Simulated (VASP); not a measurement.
Runs of VASP 6.6.1 on BiB. The structure is that of space group P6_3/mmc (No. 194), or close to it. The cells are those of the table. 

```tsv
task	level	cell	k mesh	cutoff (eV)	gap on the mesh (eV)	pressure (GPa)	relaxed volume (Å³/atom)
relaxation of cell and atoms	r2SCAN+rVV10	relaxed from a = 4.211, b = 4.211, c = 5.313 Å, angles 90.0, 90.0, 120.0°, 4 atoms	6 × 6 × 4	600	none	0.0	20.70
single point	PBEsol	a = 4.211, b = 4.211, c = 5.313 Å, angles 90.0, 90.0, 120.0°, 4 atoms	6 × 6 × 4	520	none	0.0	-
relaxation of cell and atoms	PBEsol	relaxed from a = 4.012, b = 4.012, c = 5.014 Å, angles 90.0, 90.0, 120.0°, 4 atoms	6 × 6 × 4	600	none	0.0	20.41
single point	r2SCAN+rVV10	a = 4.222, b = 4.222, c = 5.348 Å, angles 90.0, 90.0, 120.0°, 4 atoms	12 × 12 × 6	520	none	(a)	-
single point	r2SCAN+rVV10	a = 4.222, b = 4.222, c = 5.348 Å, angles 90.0, 90.0, 120.0°, 4 atoms	6 × 6 × 4	520	none	0.2	-
```

Alike in all rows: potentials or basis VASP PAW PBE potentials, release 64 (B, Bi_d); no spin polarisation; smearing fermi-dirac 0.03 eV.

**Question.** Fill in the values left out.

**Answer.** (a) 0.6.

Caveats: the PAW data sets were made with another functional, which shifts forces and pressure a little; spin-orbit coupling is left out, which moves the levels of the heavy elements; the volume moved by over 15 % at a fixed basis, so the end points are rough (some runs).

A k mesh can miss the band edges, and the runs leave out spin-orbit coupling on Bi.

A gap of «none» marks levels without a gap at the run's occupations.
